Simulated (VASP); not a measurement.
Wanted: the native input for a VASP 6.6.1 run.

```
Task                   : relaxation of cell and atoms
Functional             : r2SCAN
Potentials or basis    : VASP PAW PBE potentials, release 64 (Ga_d, In_d, As)
Cutoff                 : 600 eV
k mesh                 : 6 × 6 × 2
Occupations            : fermi-dirac, width 0.02 eV
Spin                   : no spin polarisation
Dipole correction      : no
Further INCAR settings : ALGO = Normal; EDIFF = 1e-06; IBRION = 2; EDIFFG = -0.005; NSW = 80; ISIF = 3
```

InGa2As3:

```xyz
6
Lattice="4.1697 0.0000 0.0000 -2.0848 3.6110 0.0000 0.0000 0.0000 10.2383" Properties=species:S:1:pos:R:3 pbc="T T T"
Ga    0.0000    0.0000   -0.0662
Ga    2.0848    1.2037    6.8918
In    0.0000    2.4074    3.4310
As    2.0848    1.2037    9.3836
As    0.0000    2.4074    6.1005
As    0.0000    0.0000    2.4146
```

One way to write it, as run:

POSCAR

```
InGa2As3
1.0
    4.1696675922      0.0000000000      0.0000000000
   -2.0848337961      3.6110380601      0.0000000000
    0.0000000000      0.0000000000     10.2382683084
Ga In As
2 1 3
Direct
    0.0000000000      0.0000000000     -0.0064675914
    0.6666666667      0.3333333333      0.6731368028
    0.3333333333      0.6666666667      0.3351147105
    0.6666666667      0.3333333333      0.9165176748
    0.3333333333      0.6666666667      0.5958530906
    0.0000000000      0.0000000000      0.2358453128
```

INCAR.step1

```
SYSTEM = InGa2As3
ALGO = Normal
EDIFF = 1E-4
ENCUT = 600
GGA = PE
ISMEAR = -1
LASPH = .True.
LCHARG = .False.
LREAL = .False.
LWAVE = .True.
NELM = 60
PREC = Accurate
SIGMA = 0.02
```

INCAR.step2

```
SYSTEM = InGa2As3
ALGO = Normal
EDIFF = 1E-6
EDIFFG = -0.005
ENCUT = 600
IBRION = 2
ISIF = 3
ISMEAR = -1
ISTART = 1
LASPH = .True.
LCHARG = .False.
LMIXTAU = .True.
LREAL = .False.
LWAVE = .False.
METAGGA = R2SCAN
NELM = 60
NSW = 80
PREC = Accurate
SIGMA = 0.02
```

KPOINTS

```
k-points
0
Gamma
  6 6 2
  0 0 0
```

Potentials or basis: VASP PAW PBE potentials, release 64 (Ga_d, In_d, As).

Command:

```bash
$ cat potpaw_PBE.64/Ga_d/POTCAR potpaw_PBE.64/In_d/POTCAR potpaw_PBE.64/As/POTCAR > POTCAR
$ cp INCAR.step1 INCAR
$ mpirun -np 1 vasp_std > vasp.out
$ cp INCAR.step2 INCAR
$ mpirun -np 1 vasp_std > vasp.out
```

Results of the run:

```yaml
Relaxed_volume: 24.64 Å³/atom
Relaxed_cell: a = 4.113 Å, b = 4.113 Å, c = 10.095 Å, α = 90.00°, β = 90.00°, γ = 120.00°
Space_group_after_relaxing_to_0.1_Å: P3m1 (No. 156)
Energy_gained_by_relaxing: 8.6 meV/atom
Ionic_steps: 12
Pressure_after_relaxing: 0.0 GPa
Largest_force_after_relaxing: 0.005 eV/Å
Band_gap_on_the_k_mesh: 0.28 eV
```

Caveat: the PAW data sets were made with another functional, which shifts forces and pressure a little; spin-orbit coupling is left out, which moves the levels of the heavy elements.

Wall time 19 min on 1 thread of Intel(R) Xeon(R) 6975P-C (Granite Rapids), with other jobs on the host, peak memory 0.44 GiB.
